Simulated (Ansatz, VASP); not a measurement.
## Zr2B3 in VASP and in Ansatz

```
CELL_PARAMETERS angstrom
4.22303 0.00000 0.00000
0.00000 4.22303 0.00000
0.00000 0.00000 4.22303
ATOMIC_POSITIONS crystal
Zr 0.00000 0.00000 0.00000
Zr 0.50000 0.50000 0.50000
B 0.50000 0.00000 0.00000
B 0.00000 0.50000 0.00000
B 0.00000 0.00000 0.50000
```

Alike in both runs: functional PBE; k mesh 10 × 10 × 10; occupations gaussian, width 0.1 eV; no spin polarisation.

Ansatz relaxed the structure, and its values are those at the end. VASP's run is a single point on that final structure, the one shown.

|  | VASP | Ansatz |
| --- | --- | --- |
| version | VASP 6.6.1 | Ansatz 0.2.0 |
| potentials or method | VASP PAW PBE potentials, release 64 (Zr_sv, B), cutoff 520 eV | scalar-relativistic, plane waves, PAW |
| valence electrons in the cell | 33 | 33 |

|  | VASP | Ansatz | Ansatz less VASP |
| --- | --- | --- | --- |
| gap on the k mesh at the Fermi level (eV) | none | none | - |
| pressure (GPa) | 0.0 | 0.0 | -0.03 |

A gap of «none» marks a metal or a gap that the smearing closes. With one functional, cell and mesh, what is left measures potentials, basis and numerics.
